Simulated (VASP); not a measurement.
Input of a VASP 6.6.1 run:

The input INCAR:

```
PREC = Accurate
ENCUT = 520
EDIFF = 1E-6
ISMEAR = 0
SIGMA = 0.05
LREAL = False
LASPH = True
NELM = 80
ALGO = Normal
ISIF = 2
LWAVE = False
LCHARG = False
GGA = PE
NBANDS = 16
```

Contents of KPOINTS:

```
regular mesh
0
Gamma
  10 10 10
```

POSCAR

```
ZnS
1.0
    0.0000000000      2.7046500000      2.7046500000
    2.7046500000      0.0000000000      2.7046500000
    2.7046500000      2.7046500000      0.0000000000
Zn S
1 1
Direct
    0.0000000000      0.0000000000     -0.2218401642
    0.7500000000      0.7500000000      0.7500000000
```

Potentials or basis: VASP PAW PBE potentials, release 64 (Zn, S).

Command:

```bash
$ cat potpaw_PBE.64/Zn/POTCAR potpaw_PBE.64/S/POTCAR > POTCAR
$ mpirun -np 1 vasp_std > vasp.out
```

Q: Estimate the band gap on the k mesh.

A: 1.73 eV, direct.

Q: Estimate the largest force.

A: 15.925 eV/Å.

Forces on the atoms (eV/Å):
```
Zn    7.096   7.096  12.364
S    -7.096  -7.096 -12.364
```

Caveat: the cell differs from its parent crystal (atom 1 (Zn) moved by (-0.600, -0.600) A along x and y); forces of over 1 eV/Å act on the atoms, so gaps and moduli don't describe the material at rest. A k mesh can miss the band edges.
